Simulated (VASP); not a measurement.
Here is a VASP 6.6.1 calculation.

INCAR

```
PREC = Accurate ; ENCUT = 520
EDIFF = 1E-6 ; ISMEAR = 0
SIGMA = 0.1 ; LREAL = False
LASPH = True ; NELM = 80
ALGO = Normal ; ISIF = 2
LWAVE = False ; LCHARG = False
GGA = PE ; NBANDS = 10
```

File KPOINTS:

```
Automatic mesh
0
Gamma
  15 15 24
```

Contents of POSCAR:

```
Cl
1.0
    3.8485978432      0.0000000000      0.0000000000
   -1.9242989216      3.3329835012      0.0000000000
    0.0000000000      0.0000000000      2.3157847495
Cl
1
Direct
    0.0000000000      0.0000000000      0.0000000000
```

Potentials or basis: VASP PAW PBE potentials, release 64 (Cl).

Run with:

```sh
$ cat potpaw_PBE.64/Cl/POTCAR > POTCAR
$ mpirun -np 1 vasp_std > vasp.out
```

Q: What does it give for the pressure?

A: -0.1 GPa.

Q: Estimate the band gap on the k mesh.

A: Zero (an odd number of electrons rules out a gap without spin polarisation).

Stress tensor (GPa, compression positive):
```
-0.01  0.00  0.00
 0.00 -0.01  0.00
 0.00  0.00 -0.35
```

Caveat: an odd number of electrons without spin polarisation forces a metal; a magnetic or distorted state may lie lower.
